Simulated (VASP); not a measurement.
# LiH (I4/mmm) in VASP: a series of runs

Runs on LiH. Level: PBEsol. Tasks: single point.

Program: VASP 6.6.1. These are calculated values, not measurements. Logs are shortened: lines on timing, memory, paths and dates and some standing lists are left out, and cuts for length are marked.

## 1. The cell of the first run

Symmetry: I4/mmm, No. 139, tetragonal system. The conventional cell has a = 2.644 Å, b = 2.644 Å, c = 4.228 Å, α = 90.00°, β = 90.00°, γ = 90.00°. Li (site symmetry 4/mmm) has 6 H at 1.87 to 2.11 Å within 2.5 Å. H (site symmetry 4/mmm) has 6 Li at 1.87 to 2.11 Å within 2.5 Å.

## 2. Single point, PBEsol (strain -0.080 along x and y, +0.040 along z)

File INCAR:

```
  PREC = Accurate
  ENCUT = 520
  EDIFF = 1E-7
  ISMEAR = 0
  SIGMA = 0.05
  LREAL = F
  LASPH = T
  NELM = 60
  ALGO = Normal
  ISIF = 2
  LWAVE = F
  LCHARG = F
  GGA = PS
  NBANDS = 9
```

File KPOINTS:

```
Automatic mesh
0
Gamma
  10 10 10
```

File POSCAR:

```
LiH
1.0
    0.0000000000      1.8699000000      2.1138000000
    1.8699000000      0.0000000000      2.1138000000
    1.8699000000      1.8699000000      0.0000000000
Li H
1 1
Direct
    0.0000000000      0.0000000000      0.0000000000
    0.5000000000      0.5000000000      0.5000000000
```

Potentials or basis: VASP PAW PBE potentials, release 64 (Li_sv, H).

Started as:

```sh
cat potpaw_PBE.64/Li_sv/POTCAR potpaw_PBE.64/H/POTCAR > POTCAR
mpirun -np 1 vasp_std > vasp.out
```

OUTCAR:

```text
PREC = Accurate
   ENCUT = 520
   EDIFF = 1E-7
   ISMEAR = 0
   LREAL = F
   LASPH = T
   NELM = 60
   ISIF = 2
   GGA = PS

 ion  position               nearest neighbor table
   1  0.000  0.000  0.000-
   2  0.500  0.500  0.500-

  LATTYP: Found a body centered tetragonal cell.
 ALAT       =     2.6444379403
 C/A-ratio  =     1.5986762009

  Lattice vectors:

 A1 = (  -1.8699000000,   0.0000000000,   2.1138000000)
 A2 = (   1.8699000000,   0.0000000000,   2.1138000000)
 A3 = (   0.0000000000,   1.8699000000,  -2.1138000000)

Analysis of symmetry for initial positions (statically):
=====================================================================
 Subroutine PRICEL returns:
 Original cell was already a primitive cell.

 Routine SETGRP: Setting up the symmetry group for a
 body centered tetragonal supercell.

 Subroutine GETGRP returns: Found 16 space group operations
 (whereof 16 operations were pure point group operations)
 out of a pool of 16 trial point group operations.

The static configuration has the point symmetry D_4h.

Analysis of symmetry for dynamics (positions and initial velocities):
=====================================================================
 Subroutine PRICEL returns:
 Original cell was already a primitive cell.

 Routine SETGRP: Setting up the symmetry group for a
 body centered tetragonal supercell.

 Subroutine GETGRP returns: Found 16 space group operations
 (whereof 16 operations were pure point group operations)
 out of a pool of 16 trial point group operations.

The dynamic configuration has the point symmetry D_4h.

 Subroutine INISYM returns: Found 16 space group operations
 (whereof 16 operations are pure point group operations),
 and found     1 'primitive' translations

----------------------------------------------------------------------------------------

                                     Primitive cell

  volume of cell :      14.7819

  direct lattice vectors                    reciprocal lattice vectors
     0.000000000  1.869900000  2.113800000    -0.267393978  0.267393978  0.236540827
     1.869900000  0.000000000  2.113800000     0.267393978 -0.267393978  0.236540827
     1.869900000  1.869900000  0.000000000     0.267393978  0.267393978 -0.236540827

  length of vectors
     2.822175836  2.822175836  2.644437940     0.446038835  0.446038835  0.446038835

  position of ions in fractional coordinates (direct lattice)
     0.000000000  0.000000000  0.000000000
     0.500000000  0.500000000  0.500000000

[... 76 lines left out ...]
   EDIFF  = 0.1E-06   stopping-criterion for ELM
   LREAL  =      F    real-space projection
   EDIFFG = 0.1E-05   stopping-criterion for IOM
   NSW    =      0    number of steps for IOM
   IBRION =     -1    ionic relax: 0-MD 1-quasi-New 2-CG
   NFREE  =      0    steps in history (QN), initial steepest desc. (CG)
   ISIF   =      2    stress and relaxation
   ISYM   =      2    0-nonsym 1-usesym 2-fastsym
   POTIM  = 0.5000    time-step for ionic-motion
   TEBEG  =    0.0;   TEEND  =   0.0 temperature during run
   PSTRESS=    0.0 pullay stress
   NELECT =       4.0000    total number of electrons
   NUPDOWN=      -1.0000    fix difference up-down
   EMIN   =  10.00;   EMAX   =-10.00  energy-range for DOS
   EFERMI =   0.00;   METHOD = LEGACY
   ISMEAR =     0;   SIGMA  =   0.05  broadening in eV -4-tet -1-fermi 0-gaus
   EFERMI_NEDOS =   21; number of points for ismear=-14 and -15
   IALGO  =     38    algorithm
   IMIX   =      4    mixing-type and parameters
     AMIX     =   0.40;   BMIX     =  1.00
     AMIX_MAG =   1.60;   BMIX_MAG =  1.00
  volume/ion in A,a.u.               =       7.39        49.88
  Fermi-wavevector in a.u.,A,eV,Ry     =   1.058891  2.001014 15.255536  1.121250
  Thomas-Fermi vector in A             =   2.194217
   LORBIT       =      0    0 simple, 1 ext, 2 COOP (PROOUT), +10 PAW based schemes
   GGA     = PS    functional components
   LHFCALC =     F    Hartree Fock is set to
   AEXX    =    0.0000 exact exchange contribution
   IVDW    =     0    specifies the selected vdW correction
   LEPSILON=     F    determine dielectric tensor
   LRPA    =     F    only Hartree local field effects (RPA)
 non-spin polarized calculation
 Gauss-broadening in eV      SIGMA  =   0.05
  energy-cutoff  :      520.00
  volume of cell :       14.78
 maximum number of plane-waves:       406
 NGX is ok and might be reduce to    24
   NGX = 11   NGY = 11   NGZ =  9

 number of electron       4.0000001 magnetization

 Free energy of the ion-electron system (eV)
  ---------------------------------------------------
  ext. energy  EPLUGINS =         0.00000000
  ---------------------------------------------------
  free energy    TOTEN  =        -6.06820941 eV

  energy without entropy =       -6.06820941  energy(sigma->0) =       -6.06820941

 E-fermi :   1.1894     XC(G=0):  -8.8747

 val. band max:        0.9169352486   @ k =   0.5000   0.0000   0.5000
 cond. band min:       2.1958665008   @ k =   0.5000   0.5000   0.0000
 fundamental gap:      1.2789312522
 Fermi energy:         1.1894261634

 k-point     1 :       0.0000    0.0000    0.0000
  band No.  band energies     occupation
      1     -43.0604      2.00000
      2      -5.2752      2.00000
      3      17.3222      0.00000
      4      18.9603      0.00000
      5      18.9603      0.00000
      6      19.8292      0.00000
      7      23.6759      0.00000
      8      24.4290      0.00000
      9      24.4290      0.00000
[... 265 lines left out ...]
 k-point    24 :       0.4000    0.3000    0.0000
  band No.  band energies     occupation
      1     -43.0024      2.00000
      2      -2.3490      2.00000
      3       5.9442      0.00000
      4      12.1696      0.00000
      5      13.9745      0.00000
      6      18.5660      0.00000
      7      20.1768      0.00000
      8      30.9745      0.00000
      9      33.7475      0.00000

 [... further k-points ...]
[... 5 lines left out ...]
  --------------------------------------------------------------------------------------
  -------------------------------------------------------------------------------------
  Total        0.6738062      0.6738062     -0.3631100      0.0000000      0.0000000      0.0000000
  in kB       73.0322883     73.0322883    -39.3566481      0.0000000      0.0000000      0.0000000
  external PRESSURE =      35.5693095 kB  Pullay stress =       0.0000000 kB

 VOLUME and BASIS-vectors are now :
 -----------------------------------------------------------------------------
  energy-cutoff  :      520.00
  volume of cell :       14.78
      direct lattice vectors                 reciprocal lattice vectors
     0.000000000  1.869900000  2.113800000    -0.267393978  0.267393978  0.236540827
     1.869900000  0.000000000  2.113800000     0.267393978 -0.267393978  0.236540827
     1.869900000  1.869900000  0.000000000     0.267393978  0.267393978 -0.236540827

 POSITION                                       TOTAL-FORCE (eV/Angst)
 -----------------------------------------------------------------------------------
      0.00000      0.00000      0.00000        -0.000000      0.000000      0.000000
      1.86990      1.86990      2.11380         0.000000     -0.000000     -0.000000
 -----------------------------------------------------------------------------------
    total drift:                                0.000000     -0.000000     -0.000000

  FREE ENERGIE OF THE ION-ELECTRON SYSTEM (eV)
  ---------------------------------------------------
  free  energy   TOTEN  =        -6.0682094054 eV

  energy  without entropy=       -6.0682094054  energy(sigma->0) =       -6.06820941
```

stdout:

```text
POSCAR found type information on POSCAR LiH
 POSCAR found :  2 types and       2 ions
 scaLAPACK will be used
 -----------------------------------------------------------------------------
|                                                                             |
|                                                                             |
|     You enforced a specific xc type in the INCAR file but a different       |
|     I HOPE YOU KNOW WHAT YOU ARE DOING!                                     |
|                                                                             |
 -----------------------------------------------------------------------------

 LDA part: xc-table for (Slater+PW92), standard interpolation
 POSCAR, INCAR and KPOINTS ok, starting setup
 FFT: planning ... GRIDC
 FFT: planning ... GRID_SOFT
 FFT: planning ... GRID
 WAVECAR not read
 entering main loop
```

Run time: 5.6 s. Hardware: 1 thread of Intel Xeon 6975P-C (Granite Rapids), shared host; peak memory 0.13 GiB.

What came out:

```yaml
Free_energy: -6.0682 eV
Band_gap_on_the_k_mesh: 1.28 eV, indirect (least direct gap 2.31 eV)
```

Caveat: the cell differs from its parent crystal (strain -0.080 along x and y, +0.040 along z); the cutoff is under 1.25 times the usual one of these potentials, so pressure, stress and relaxed cells hold a basis-set (Pulay) error; the PAW data sets were made with another functional, which shifts forces and pressure a little.

## 3. Single point, PBEsol (strain -0.080 along x and y, +0.080 along z)

File INCAR:

```
PREC = Accurate
ENCUT = 520
EDIFF = 1E-6
ISMEAR = 0
SIGMA = 0.05
LREAL = False
LASPH = True
NELM = 100
ALGO = Normal
ISIF = 2
LWAVE = False
LCHARG = True
GGA = PS
LELF = True
LVHAR = True
NBANDS = 9
```

File KPOINTS:

```
regular mesh
0
Gamma
  10 10 10
```

File POSCAR:

```
LiH
1.0
    0.0000000000      1.8699000000      2.1951000000
    1.8699000000      0.0000000000      2.1951000000
    1.8699000000      1.8699000000      0.0000000000
Li H
1 1
Direct
    0.0000000000      0.0000000000      0.0000000000
    0.5000000000      0.5000000000      0.5000000000
```

Potentials or basis: VASP PAW PBE potentials, release 64 (Li_sv, H).

Started as:

```sh
cat potpaw_PBE.64/Li_sv/POTCAR potpaw_PBE.64/H/POTCAR > POTCAR
mpirun -np 1 vasp_std > vasp.out
```

Wall time 4.3 s (1 thread of Intel Xeon 6975P-C (Granite Rapids), shared host); peak memory 0.13 GiB.

Results (log left out):

| Quantity | Value |
| --- | --- |
| Free energy | -6.0515 eV |
| Band gap on the k mesh | 0.98 eV, indirect (least direct gap 2.31 eV) |

Levels at points of the mesh, in eV from the valence-band top:
```csv
k point,band 1,band 2,band 3,band 4,band 5
"(0.00, 0.00, 0.00)",-44.09,-6.13,15.49,17.56,17.56
"(0.50, 0.00, 0.00)",-44.03,-3.30,4.48,12.08,16.72
"(0.50, 0.50, 0.00)",-44.03,-1.33,0.98,12.28,12.28
"(0.50, 0.00, 0.50)",-43.99,0.00,3.07,9.06,10.48
```

Caveat: the cell differs from its parent crystal (strain -0.080 along x and y, +0.080 along z); the cutoff is under 1.25 times the usual one of these potentials, so pressure, stress and relaxed cells hold a basis-set (Pulay) error; the PAW data sets were made with another functional, which shifts forces and pressure a little.

## 4. Single point, PBEsol (strain +0.000 along x and y, -0.080 along z)

File INCAR:

```
SYSTEM = LiH
ALGO     = Normal         ! electronic algorithm
EDIFF    = 1E-7           ! SCF threshold, eV
ENCUT    = 520            ! plane-wave cutoff, eV
GGA      = PS             ! functional
ISIF     = 2              ! what is computed and relaxed
ISMEAR   = 0              ! smearing method
LASPH    = .True.         ! aspherical terms in the spheres
LCHARG   = .False.        ! write CHGCAR
LREAL    = .False.        ! projectors in reciprocal space
LWAVE    = .False.        ! write WAVECAR
NBANDS   = 9              ! bands
NELM     = 100            ! most SCF steps
PREC     = Accurate       ! precision mode
SIGMA    = 0.05           ! smearing width, eV
```

File KPOINTS:

```
k-points
0
Gamma
  10 10 10
  0 0 0
```

File POSCAR:

```
LiH
1.0
    0.0000000000      2.0325000000      1.8699000000
    2.0325000000      0.0000000000      1.8699000000
    2.0325000000      2.0325000000      0.0000000000
Li H
1 1
Direct
    0.0000000000      0.0000000000      0.0000000000
    0.5000000000      0.5000000000      0.5000000000
```

Potentials or basis: VASP PAW PBE potentials, release 64 (Li_sv, H).

Started as:

```sh
cat potpaw_PBE.64/Li_sv/POTCAR potpaw_PBE.64/H/POTCAR > POTCAR
mpirun -np 1 vasp_std > vasp.out
```

OUTCAR:

```text
SYSTEM = LiH
   EDIFF = 1E-7
   ENCUT = 520
   GGA = PS
   ISIF = 2
   ISMEAR = 0
   LASPH = .True.
   LREAL = .False.
   NELM = 100
   PREC = Accurate

 ion  position               nearest neighbor table
   1  0.000  0.000  0.000-
   2  0.500  0.500  0.500-

  LATTYP: Found a body centered tetragonal cell.
 ALAT       =     2.8743890655
 C/A-ratio  =     1.3010764774

  Lattice vectors:

 A1 = (   0.0000000000,  -2.0325000000,  -1.8699000000)
[... 465 lines left out ...]
      3       7.8513      0.00000
      4      10.3785      0.00000
      5      11.3929      0.00000
      6      15.9380      0.00000
      7      17.9187      0.00000
      8      29.8436      0.00000
      9      30.6980      0.00000

 [... further k-points ...]
[... 5 lines left out ...]
  --------------------------------------------------------------------------------------
  -------------------------------------------------------------------------------------
  Total       -0.1430506     -0.1430506      0.5980509      0.0000000     -0.0000000     -0.0000000
  in kB      -14.8351122    -14.8351122     62.0210662      0.0000000     -0.0000000     -0.0000000
  external PRESSURE =      10.7836139 kB  Pullay stress =       0.0000000 kB

 VOLUME and BASIS-vectors are now :
 -----------------------------------------------------------------------------
  energy-cutoff  :      520.00
  volume of cell :       15.45
      direct lattice vectors                 reciprocal lattice vectors
     0.000000000  2.032500000  1.869900000    -0.246002460  0.246002460  0.267393978
     2.032500000  0.000000000  1.869900000     0.246002460 -0.246002460  0.267393978
     2.032500000  2.032500000  0.000000000     0.246002460  0.246002460 -0.267393978

 POSITION                                       TOTAL-FORCE (eV/Angst)
 -----------------------------------------------------------------------------------
      0.00000      0.00000      0.00000         0.000000      0.000000      0.000000
      2.03250      2.03250      1.86990        -0.000000      0.000000     -0.000000
 -----------------------------------------------------------------------------------
    total drift:                                0.000000     -0.000000     -0.000000

  FREE ENERGIE OF THE ION-ELECTRON SYSTEM (eV)
  ---------------------------------------------------
  free  energy   TOTEN  =        -6.0992822494 eV

  energy  without entropy=       -6.0992822494  energy(sigma->0) =       -6.09928225
```

OSZICAR:

```text
N       E                     dE             d eps       ncg     rms          rms(c)
DAV:   1    -0.206149902361E+01   -0.20615E+01   -0.14436E+03  1860   0.402E+02
DAV:   2    -0.628413204338E+01   -0.42226E+01   -0.41893E+01  2596   0.528E+01
DAV:   3    -0.633070300007E+01   -0.46571E-01   -0.46556E-01  2241   0.473E+00
DAV:   4    -0.633086334223E+01   -0.16034E-03   -0.16032E-03  2570   0.267E-01
DAV:   5    -0.633086382361E+01   -0.48137E-06   -0.48137E-06  2169   0.110E-02    0.274E+00
DAV:   6    -0.615645979540E+01    0.17440E+00   -0.14466E-01  2080   0.117E+00    0.137E+00
DAV:   7    -0.609812375254E+01    0.58336E-01   -0.17771E-01  2149   0.145E+00    0.207E-01
DAV:   8    -0.609932441245E+01   -0.12007E-02   -0.35924E-03  2076   0.417E-01    0.344E-02
DAV:   9    -0.609928571587E+01    0.38697E-04   -0.11033E-04  2458   0.456E-02    0.570E-03
DAV:  10    -0.609928253432E+01    0.31816E-05   -0.36924E-06  2163   0.144E-02    0.244E-03
DAV:  11    -0.609928234934E+01    0.18497E-06   -0.13482E-07  2329   0.222E-03    0.522E-04
DAV:  12    -0.609928224938E+01    0.99963E-07   -0.34311E-09  1242   0.561E-04
   1 F= -.60992822E+01 E0= -.60992822E+01  d E =-.218731E-11
```

stdout:

```text
POSCAR found type information on POSCAR LiH
 POSCAR found :  2 types and       2 ions
 scaLAPACK will be used
 -----------------------------------------------------------------------------
|                                                                             |
|                                                                             |
|     You enforced a specific xc type in the INCAR file but a different       |
|     I HOPE YOU KNOW WHAT YOU ARE DOING!                                     |
|                                                                             |
 -----------------------------------------------------------------------------

 LDA part: xc-table for (Slater+PW92), standard interpolation
 POSCAR, INCAR and KPOINTS ok, starting setup
 FFT: planning ... GRIDC
 FFT: planning ... GRID_SOFT
 FFT: planning ... GRID
 WAVECAR not read
 entering main loop
```

It took 4.9 s on 1 thread of Intel Xeon 6975P-C (Granite Rapids), shared host; peak memory 0.13 GiB.

What came out:

* Free energy: -6.0993 eV
* Band gap on the k mesh: 1.92 eV, indirect (least direct gap 2.55 eV)

Levels at points of the mesh, in eV from the valence-band top:
```tsv
k point	band 1	band 2	band 3	band 4	band 5	band 6	band 7
(0.00, 0.00, 0.00)	-44.08	-6.11	16.06	17.28	18.03	18.03	22.37
(0.50, 0.00, 0.00)	-44.02	-3.25	4.41	13.16	15.46	17.59	17.97
(0.50, 0.50, 0.00)	-44.00	0.00	3.13	9.51	9.51	12.66	17.01
(0.50, 0.00, 0.50)	-44.01	-0.63	1.92	10.57	11.30	14.07	17.56
```

Caveat: the cell differs from its parent crystal (strain +0.000 along x and y, -0.080 along z); the cutoff is under 1.25 times the usual one of these potentials, so pressure, stress and relaxed cells hold a basis-set (Pulay) error; the PAW data sets were made with another functional, which shifts forces and pressure a little. A k mesh can miss the band edges.

## 5. Single point, PBEsol (strain -0.040 along x and y, +0.080 along z)

File INCAR:

```
PREC = Accurate
ENCUT = 520
EDIFF = 1E-6
ISMEAR = 0
SIGMA = 0.05
LREAL = F
LASPH = T
NELM = 60
ALGO = Normal
ISIF = 2
LWAVE = F
LCHARG = F
GGA = PS
NBANDS = 9
```

File KPOINTS:

```
regular mesh
0
Gamma
  10 10 10
```

File POSCAR:

```
LiH
1.0
    0.0000000000      1.9512000000      2.1951000000
    1.9512000000      0.0000000000      2.1951000000
    1.9512000000      1.9512000000      0.0000000000
Li H
1 1
Direct
    0.0000000000      0.0000000000      0.0000000000
    0.5000000000      0.5000000000      0.5000000000
```

Started as:

```sh
cat potpaw_PBE.64/Li_sv/POTCAR potpaw_PBE.64/H/POTCAR > POTCAR
mpirun -np 1 vasp_std > vasp.out
```

It took 12 s on 1 thread of Intel Xeon Platinum 8488C (Sapphire Rapids), shared host; peak memory 0.14 GiB.

It converged, with:

| Item | Value |
| --- | --- |
| Free energy | -6.0852 eV |
| Band gap on the k mesh | 1.55 eV, indirect (least direct gap 2.49 eV) |

Levels at points of the mesh, in eV from the valence-band top:
```csv
k point,band 1,band 2,band 3,band 4,band 5,band 6,band 7
"(0.00, 0.00, 0.00)",-44.03,-5.69,14.95,16.86,16.86,17.65,21.32
"(0.50, 0.00, 0.00)",-43.99,-2.91,4.37,12.12,15.67,16.84,16.85
"(0.50, 0.50, 0.00)",-43.99,-0.94,1.55,11.42,11.42,14.42,17.13
"(0.50, 0.00, 0.50)",-43.97,0.00,3.01,9.15,10.15,12.72,16.08
```

Caveat: the cell differs from its parent crystal (strain -0.040 along x and y, +0.080 along z); the cutoff is under 1.25 times the usual one of these potentials, so pressure, stress and relaxed cells hold a basis-set (Pulay) error; the PAW data sets were made with another functional, which shifts forces and pressure a little. A k mesh can miss the band edges.

## 6. Summary

| cell | gap on the mesh (eV) |
| --- | --- |
| a = 2.822, b = 2.822, c = 2.644 Å, angles 62.1, 62.1, 55.9°, 2 atoms | 1.28 |
| a = 2.884, b = 2.884, c = 2.644 Å, angles 62.7, 62.7, 54.6°, 2 atoms | 0.98 |
| a = 2.762, b = 2.762, c = 2.874 Å, angles 58.6, 58.6, 62.7°, 2 atoms | 1.92 |
| a = 2.937, b = 2.937, c = 2.759 Å, angles 62.0, 62.0, 56.0°, 2 atoms | 1.55 |

Alike in all rows: task single point; level PBEsol; potentials or basis VASP PAW PBE potentials, release 64 (Li_sv, H); no spin polarisation; k mesh 10 × 10 × 10; cutoff (eV) 520; smearing gaussian 0.05 eV.

Caveats: the cutoff is under 1.25 times the usual one of these potentials, so pressure, stress and relaxed cells hold a basis-set (Pulay) error; the PAW data sets were made with another functional, which shifts forces and pressure a little.

Total energies depend on the potentials used, so only differences within one code and one set of settings carry meaning.
